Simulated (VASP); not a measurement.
# RuCl2 (P-3m1) in VASP: single point with PBE

Aim: the single point of RuCl2 with PBE.

All numbers are computed with VASP 6.6.1; they aren't measurements. Logs are shortened: lines on timing, memory, paths and dates and some standing lists are left out, and cuts for length are marked.

### 1 The cell of the first run

It takes space group P-3m1 (No. 164, trigonal). Conventional cell: a = 3.599 Å, b = 3.599 Å, c = 6.342 Å, α = 90.00°, β = 90.00°, γ = 120.00°. Within 3.2 Å of Ru (site symmetry -3m) lie 6 Cl at 2.41 Å. Cl (site symmetry 3m) has 3 Ru at 2.41 Å and 3 Cl at 3.21 Å within 3.3 Å.

### 2 Single point, PBE, collinear spin, ferrimagnetic start

Contents of INCAR:

```
PREC = Accurate
ENCUT = 520
EDIFF = 1E-6
ISMEAR = 0
SIGMA = 0.05
LREAL = False
LASPH = True
NELM = 150
ALGO = Normal
ISIF = 2
LWAVE = False
LCHARG = False
ISPIN = 2
MAGMOM = -4 4 4
LORBIT = 11
LMAXMIX = 4
GGA = PE
NBANDS = 25
```

Contents of KPOINTS:

```
regular mesh
0
Gamma
  12 12 6
```

Contents of POSCAR:

```
RuCl2
1.0
    3.5991493021      0.0000000000      0.0000000000
   -1.7995746510      3.1169547276      0.0000000000
    0.0000000000      0.0000000000      6.3422699910
Ru Cl
1 2
Direct
    0.0000000000      0.0000000000      0.0000000000
    0.3333333333      0.6666666667      0.1927259863
    0.6666666667      0.3333333333      0.8072740137
```

Potentials or basis: VASP PAW PBE potentials, release 64 (Ru_pv, Cl).

Command:

```sh
$ cat potpaw_PBE.64/Ru_pv/POTCAR potpaw_PBE.64/Cl/POTCAR > POTCAR
$ mpirun -np 1 vasp_std > vasp.out
```

OUTCAR:

```text
PREC = Accurate
   ENCUT = 520
   EDIFF = 1E-6
   ISMEAR = 0
   LREAL = False
   LASPH = True
   NELM = 150
   ISIF = 2
   ISPIN = 2
   LORBIT = 11
   GGA = PE

 ion  position               nearest neighbor table
   1  0.000  0.000  0.000-   2 2.41   3 2.41   2 2.41   3 2.41   3 2.41   2 2.41
   2  0.333  0.667  0.193-   1 2.41   1 2.41   1 2.41
   3  0.667  0.333  0.807-   1 2.41   1 2.41   1 2.41

  LATTYP: Found a hexagonal cell.
 ALAT       =     3.5991493021
 C/A-ratio  =     1.7621580709

  Lattice vectors:

 A1 = (   3.5991493021,   0.0000000000,   0.0000000000)
 A2 = (  -1.7995746510,   3.1169547276,   0.0000000000)
 A3 = (   0.0000000000,   0.0000000000,   6.3422699910)

Analysis of symmetry for initial positions (statically):
=====================================================================
 Subroutine PRICEL returns:
 Original cell was already a primitive cell.

 Routine SETGRP: Setting up the symmetry group for a
 hexagonal supercell.

 Subroutine GETGRP returns: Found 12 space group operations
 (whereof 12 operations were pure point group operations)
 out of a pool of 24 trial point group operations.

The static configuration has the point symmetry D_3d.

Analysis of symmetry for dynamics (positions and initial velocities):
=====================================================================
 Subroutine PRICEL returns:
 Original cell was already a primitive cell.

 Routine SETGRP: Setting up the symmetry group for a
 hexagonal supercell.

 Subroutine GETGRP returns: Found 12 space group operations
 (whereof 12 operations were pure point group operations)
 out of a pool of 24 trial point group operations.

The dynamic configuration has the point symmetry D_3d.

Analysis of structural, dynamic, and magnetic symmetry:
=====================================================================
 Subroutine PRICEL returns:
 Original cell was already a primitive cell.

 Routine SETGRP: Setting up the symmetry group for a
 hexagonal supercell.

 Subroutine GETGRP returns: Found 12 space group operations
 (whereof 12 operations were pure point group operations)
 out of a pool of 24 trial point group operations.

The overall configuration has the point symmetry D_3d.

 Subroutine INISYM returns: Found 12 space group operations
 (whereof 12 operations are pure point group operations),
 and found     1 'primitive' translations

----------------------------------------------------------------------------------------

                                     Primitive cell

  volume of cell :      71.1500

  direct lattice vectors                    reciprocal lattice vectors
     3.599149302  0.000000000  0.000000000     0.277843434  0.160412981  0.000000000
    -1.799574651  3.116954728  0.000000000     0.000000000  0.320825962  0.000000000
     0.000000000  0.000000000  6.342269991     0.000000000  0.000000000  0.157672253

  length of vectors
     3.599149302  3.599149302  6.342269991     0.320825962  0.320825962  0.157672253

  position of ions in fractional coordinates (direct lattice)
     0.000000000  0.000000000  0.000000000
     0.333333333  0.666666667  0.192725986
     0.666666667  0.333333333  0.807274014

  ion indices of the primitive-cell ions
   primitive index   ion index
                 1           1
                 2           2
                 3           3

----------------------------------------------------------------------------------------

 KPOINTS: regular mesh

Automatic generation of k-mesh.
 Grid dimensions read from file:
 generate k-points for:   12   12    6

 Generating k-lattice:

  Cartesian coordinates                     Fractional coordinates (reciprocal lattice)
     0.023153619  0.013367748  0.000000000     0.083333333  0.000000000  0.000000000
     0.000000000  0.026735497  0.000000000     0.000000000  0.083333333  0.000000000
     0.000000000  0.000000000  0.026278709     0.000000000  0.000000000  0.166666667

  Length of vectors
     0.026735497  0.026735497  0.026278709

  Shift w.r.t. Gamma in fractional coordinates (k-lattice)
     0.000000000  0.000000000  0.000000000

 Subroutine IBZKPT returns following result:
 ===========================================

 Found    100 irreducible k-points:

 Following reciprocal coordinates:
            Coordinates               Weight
  0.000000  0.000000  0.000000      1.000000
  0.083333  0.000000  0.000000      6.000000
  0.166667  0.000000  0.000000      6.000000
  0.250000 -0.000000  0.000000      6.000000
  0.333333  0.000000  0.000000      6.000000
  0.416667  0.000000  0.000000      6.000000
[... 16 lines left out ...]
  0.166667  0.000000  0.166667      6.000000
  0.000000  0.166667  0.166667      6.000000
 [... further k-points ...]
   k-points           NKPTS =    100   k-points in BZ     NKDIM =    100   number of bands    NBANDS=     25
   number of dos      NEDOS =    301   number of ions     NIONS =      3
   total plane-waves  NPLWV =  37632
   dimension x,y,z NGX =    28 NGY =   28 NGZ =   48
   dimension x,y,z NGXF=    56 NGYF=   56 NGZF=   96
   ions per type =               1   2
   NGX,Y,Z   is equivalent  to a cutoff of  12.93, 12.93, 12.58 a.u.
   NGXF,Y,Z  is equivalent  to a cutoff of  25.87, 25.87, 25.16 a.u.
 SYSTEM =  unknown system
   PREC   = accura    normal or accurate (medium, high low for compatibility)
   ISTART =      0    job   : 0-new  1-cont  2-samecut
   ICHARG =      2    charge: 1-file 2-atom 10-const
   ISPIN  =      2    spin polarized calculation?
   LNONCOLLINEAR =      F non collinear calculations
   LSORBIT =      F    spin-orbit coupling
   LASPH  =      T    aspherical Exc in radial PAW
   ENCUT  =  520.0 eV  38.22 Ry    6.18 a.u.   6.69  6.69 11.79*2*pi/ulx,y,z
   NELM   =    150;   NELMIN=  2; NELMDL= -5     # of ELM steps
   EDIFF  = 0.1E-05   stopping-criterion for ELM
   LREAL  =      F    real-space projection
   EDIFFG = 0.1E-04   stopping-criterion for IOM
   NSW    =      0    number of steps for IOM
   IBRION =     -1    ionic relax: 0-MD 1-quasi-New 2-CG
   NFREE  =      0    steps in history (QN), initial steepest desc. (CG)
   ISIF   =      2    stress and relaxation
   ISYM   =      2    0-nonsym 1-usesym 2-fastsym
   POTIM  = 0.5000    time-step for ionic-motion
   TEBEG  =    0.0;   TEEND  =   0.0 temperature during run
   PSTRESS=    0.0 pullay stress
   NELECT =      28.0000    total number of electrons
   NUPDOWN=      -1.0000    fix difference up-down
   EMIN   =  10.00;   EMAX   =-10.00  energy-range for DOS
   EFERMI =   0.00;   METHOD = LEGACY
   ISMEAR =     0;   SIGMA  =   0.05  broadening in eV -4-tet -1-fermi 0-gaus
   EFERMI_NEDOS =   21; number of points for ismear=-14 and -15
   IALGO  =     38    algorithm
   IMIX   =      4    mixing-type and parameters
     AMIX     =   0.40;   BMIX     =  1.00
     AMIX_MAG =   1.60;   BMIX_MAG =  1.00
  volume/ion in A,a.u.               =      23.72       160.05
  Fermi-wavevector in a.u.,A,eV,Ry     =   1.199690  2.267086 19.582278  1.439257
  Thomas-Fermi vector in A             =   2.335546
   LORBIT       =     11    0 simple, 1 ext, 2 COOP (PROOUT), +10 PAW based schemes
   GGA     = PE    functional components
   LHFCALC =     F    Hartree Fock is set to
   AEXX    =    0.0000 exact exchange contribution
   IVDW    =     0    specifies the selected vdW correction
   LEPSILON=     F    determine dielectric tensor
   LRPA    =     F    only Hartree local field effects (RPA)
 spin polarized calculation
 Gauss-broadening in eV      SIGMA  =   0.05
  energy-cutoff  :      520.00
  volume of cell :       71.15
 maximum number of plane-waves:      1943
 NGX is ok and might be reduce to    28
   NGX = 13   NGY = 13   NGZ = 23

 number of electron      27.9999990 magnetization       0.0000867

 number of electron      27.9999990 magnetization      -0.0000191

 Free energy of the ion-electron system (eV)
  ---------------------------------------------------
  ext. energy  EPLUGINS =         0.00000000
  ---------------------------------------------------
  free energy    TOTEN  =       -13.73717801 eV

  energy without entropy =      -13.73717801  energy(sigma->0) =      -13.73717801

 E-fermi :   4.1738     XC(G=0):  -8.8328

 val. band max:        3.8143394555   @ k =   0.1667   0.0000   0.5000
 cond. band min:       4.8934178016   @ k =   0.0000   0.2500   0.3333
 fundamental gap:      1.0790783461
 Fermi energy:         4.1737829608

 spin component 1

 k-point     1 :       0.0000    0.0000    0.0000
  band No.  band energies     occupation
      1     -38.3077      1.00000
      2     -38.3077      1.00000
      3     -38.1993      1.00000
      4     -13.5513      1.00000
      5     -12.4394      1.00000
      6      -2.7061      1.00000
[... 17 lines left out ...]
     24      16.1084      0.00000
     25      16.1467      0.00000
[... 621 lines left out ...]
      3     -38.1972      1.00000
      4     -13.3607      1.00000
      5     -12.4785      1.00000
      6      -2.4781      1.00000
[... 17 lines left out ...]
     24      15.4589      0.00000
     25      16.5947      0.00000

 [... further k-points ...]

 spin component 2

 k-point     1 :       0.0000    0.0000    0.0000
  band No.  band energies     occupation
      1     -38.3077      1.00000
      2     -38.3077      1.00000
      3     -38.1993      1.00000
      4     -13.5513      1.00000
      5     -12.4394      1.00000
      6      -2.7061      1.00000
[... 17 lines left out ...]
     24      16.1084      0.00000
     25      16.1084      0.00000
[... 621 lines left out ...]
      3     -38.1973      1.00000
      4     -13.3607      1.00000
      5     -12.4785      1.00000
      6      -2.4781      1.00000
[... 17 lines left out ...]
     24      15.4589      0.00000
     25      15.9085      0.00000

 [... further k-points ...]

------------------------ aborting loop because EDIFF is reached ----------------------------------------

  FORCE on cell =-STRESS in cart. coord.  units (eV):
  Direction    XX          YY          ZZ          XY          YZ          ZX
  --------------------------------------------------------------------------------------
  -------------------------------------------------------------------------------------
  Total       -0.0400387     -0.0400387     -0.0343933     -0.0000000      0.0000000      0.0000000
  in kB       -0.9016032     -0.9016032     -0.7744790     -0.0000000      0.0000000      0.0000000
  external PRESSURE =      -0.8592284 kB  Pullay stress =       0.0000000 kB

 VOLUME and BASIS-vectors are now :
 -----------------------------------------------------------------------------
  energy-cutoff  :      520.00
  volume of cell :       71.15
      direct lattice vectors                 reciprocal lattice vectors
     3.599149302  0.000000000  0.000000000     0.277843434  0.160412981  0.000000000
    -1.799574651  3.116954728  0.000000000     0.000000000  0.320825962  0.000000000
     0.000000000  0.000000000  6.342269991     0.000000000  0.000000000  0.157672253

 POSITION                                       TOTAL-FORCE (eV/Angst)
 -----------------------------------------------------------------------------------
      0.00000      0.00000      0.00000        -0.000000      0.000000      0.000000
     -0.00000      2.07797      1.22232        -0.000000      0.000000      0.001583
      1.79957      1.03898      5.11995         0.000000     -0.000000     -0.001583
 -----------------------------------------------------------------------------------
    total drift:                               -0.000000     -0.000000     -0.000000

  FREE ENERGIE OF THE ION-ELECTRON SYSTEM (eV)
  ---------------------------------------------------
  free  energy   TOTEN  =       -13.7371780068 eV

  energy  without entropy=      -13.7371780068  energy(sigma->0) =      -13.73717801

 total charge

# of ion       s       p       d       tot
------------------------------------------
    1        0.252   6.181   6.098  12.531
    2        1.596   3.477   0.000   5.073
    3        1.596   3.477   0.000   5.073
--------------------------------------------------
tot          3.444  13.135   6.098  22.676

 magnetization (x)

# of ion       s       p       d       tot
------------------------------------------
    1        0.000  -0.000  -0.000   0.000
    2        0.000   0.000   0.000   0.000
    3        0.000   0.000   0.000   0.000
--------------------------------------------------
tot          0.000   0.000  -0.000   0.000
```

It took 4.5 min on 1 thread of Intel Xeon Platinum 8259CL at 2.50GHz (Skylake/Cascade Lake), shared host; peak memory 0.39 GiB.

What came out:

```
Free energy                                           : -13.7372 eV
Pressure                                              : -0.1 GPa
Band gap on the k mesh                                : 1.08 eV (least direct gap 1.09 eV)
Net moment                                            : 0.00 μB per cell
Valence electrons inside the program's atomic spheres : Ru 12.53; Cl 5.07
```

Caveat: this functional lacks dispersion, which binds layers or chains, so the pressure and a relaxed spacing across them are unreliable.
